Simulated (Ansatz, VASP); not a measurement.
La3O2: VASP beside Ansatz

```
CELL_PARAMETERS angstrom
-3.45710 3.45710 4.38073
3.45710 -3.45710 4.38073
3.45710 3.45710 -4.38073
ATOMIC_POSITIONS crystal
La 0.50000 0.00000 0.50000
La 0.00000 0.50000 0.50000
La 0.50000 0.50000 0.00000
O 0.75000 0.25000 0.50000
O 0.25000 0.75000 0.50000
```

Alike in both runs: task relaxation of cell and atoms; functional PBE; k mesh 8 × 8 × 8; occupations gaussian, width 0.1 eV; no spin polarisation.

|  | VASP | Ansatz |
| --- | --- | --- |
| version | VASP 6.6.1 | Ansatz 0.2.0 |
| potentials or method | VASP PAW PBE potentials, release 64 (La, O), cutoff 600 eV | scalar-relativistic, plane waves, PAW |
| valence electrons in the cell | 45 | 45 |

Ansatz gave:

* gap on the k mesh at the Fermi level, each at its own relaxed structure (eV): none
* relaxed volume (Å³/atom): 42.40
* relaxed length of the cell vector where the two differ most in proportion (Å): 6.586

Estimate VASP's values.

gap on the k mesh at the Fermi level, each at its own relaxed structure (eV): none; relaxed volume (Å³/atom): 42.22; relaxed length of the cell vector where the two differ most in proportion (Å): 6.578.

A gap of «none» marks a metal or a gap that the smearing closes.

Spin-orbit coupling is off throughout.
